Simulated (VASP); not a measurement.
Write the native input for VASP 6.6.1 that does the following.

| Quantity | Value |
| --- | --- |
| Task | single point |
| Functional | r2SCAN50 |
| Potentials or basis | VASP PAW PBE potentials, release 64 (Te, Cd) |
| Cutoff | 520 eV |
| k mesh | 4 × 4 × 4 |
| Occupations | fermi-dirac, width 0.05 eV |
| Spin | no spin polarisation |
| Dipole correction | no |
| Grid for exact exchange (PRECFOCK) | Normal |
| Further INCAR settings | ALGO = Normal; EDIFF = 1e-06; NBANDS = 16 |
| Share of exact exchange | 0.5 |

The system is CdTe.

```
CELL_PARAMETERS angstrom
0.00000 3.24718 3.24718
3.24718 0.00000 3.24718
3.24718 3.24718 0.00000
ATOMIC_POSITIONS crystal
Te 0.75000 0.75000 0.75000
Cd 0.00000 0.00000 0.00000
```

The input as run:

POSCAR

```
CdTe
1.0
    0.0000000000      3.2471758892      3.2471758892
    3.2471758892      0.0000000000      3.2471758892
    3.2471758892      3.2471758892      0.0000000000
Te Cd
1 1
Direct
    0.7500000000      0.7500000000      0.7500000000
    0.0000000000      0.0000000000      0.0000000000
```

INCAR.step1

```
ALGO = Normal
EDIFF = 1E-5
ENCUT = 520
GGA = PE
ISIF = 2
ISMEAR = -1
LASPH = True
LREAL = False
LWAVE = True
NBANDS = 16
NELM = 100
PREC = Accurate
SIGMA = 0.05
```

INCAR.step2

```
AEXX = 0.5
ALGO = Normal
EDIFF = 1E-6
ENCUT = 520
ISIF = 2
ISMEAR = -1
ISTART = 1
LASPH = True
LCHARG = True
LELF = True
LHFCALC = True
LMIXTAU = True
LREAL = False
LVHAR = True
LWAVE = False
METAGGA = R2SCAN
NBANDS = 16
NELM = 100
PREC = Accurate
PRECFOCK = Normal
SIGMA = 0.05
```

KPOINTS

```
k-points
0
Gamma
  4 4 4
```

Potentials or basis: VASP PAW PBE potentials, release 64 (Te, Cd).

Run with:

```sh
$ cat potpaw_PBE.64/Te/POTCAR potpaw_PBE.64/Cd/POTCAR > POTCAR
$ cp INCAR.step1 INCAR
$ mpirun -np 1 vasp_std > vasp.out
$ cp INCAR.step2 INCAR
$ mpirun -np 1 vasp_std > vasp.out
```

It gave:

```yaml
Pressure: 0.0 GPa
Band_gap_on_the_k_mesh: 3.83 eV
```

Caveat: the PAW data sets were made with another functional, which shifts forces and pressure a little; spin-orbit coupling is left out, which moves the levels of the heavy elements.

It took 25 min on 1 thread of Intel Xeon 8259CL, with other jobs on the host, peak memory 0.24 GiB.
